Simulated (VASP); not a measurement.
Write the native input for VASP 6.6.1 that does the following.

```yaml
Task: relaxation of cell and atoms
Functional: LDA
Potentials_or_basis: VASP PAW LDA potentials, release 64 (Si, C)
Cutoff: 600 eV
k_mesh: 8 × 8 × 8
Occupations: gaussian, width 0.01 eV
Spin: no spin polarisation
Dipole_correction: no
Further_INCAR_settings: ALGO = Normal; EDIFF = 1e-07; IBRION = 2; EDIFFG = -0.002; NSW = 80; ISIF = 3
```

The structure of SiC (3C silicon carbide) lies in POSCAR:

```
SiC
1.0
    0.0000000000      2.1800000000      2.1800000000
    2.1800000000      0.0000000000      2.1800000000
    2.1800000000      2.1800000000      0.0000000000
Si C
1 1
Direct
    0.0000000000      0.0000000000      0.0000000000
    0.2500000000      0.2500000000      0.2500000000
```

These files were run (other wordings do the same):

INCAR

```
PREC = Accurate
ENCUT = 600
EDIFF = 1E-7
ISMEAR = 0
SIGMA = 0.01
LREAL = F
LASPH = T
NELM = 100
ALGO = Normal
ISIF = 3
LWAVE = F
LCHARG = F
GGA = CA
IBRION = 2
NSW = 80
EDIFFG = -0.002
```

KPOINTS

```
Automatic mesh
0
Gamma
  8 8 8
```

Potentials or basis: VASP PAW LDA potentials, release 64 (Si, C).

Launch:

```bash
$ cat potpaw_LDA.64/Si/POTCAR potpaw_LDA.64/C/POTCAR > POTCAR
$ mpirun -np 1 vasp_std > vasp.out
```

Results of the run:

```yaml
Relaxed_volume: 10.15 Å³/atom
Relaxed_cell: a = 3.062 Å, b = 3.062 Å, c = 3.062 Å, α = 60.00°, β = 60.00°, γ = 60.00°
Space_group_after_relaxing_to_0.05_Å: F-43m (No. 216)
Energy_gained_by_relaxing: 3.0 meV/atom
Ionic_steps: 3
Pressure_after_relaxing: 0.0 GPa
Band_gap_on_the_k_mesh: 1.29 eV, indirect (least direct gap 4.52 eV)
```

It took 7.2 s on 1 thread of Intel(R) Xeon(R) 6975P-C (Granite Rapids) (shared host), peak memory 0.13 GiB.
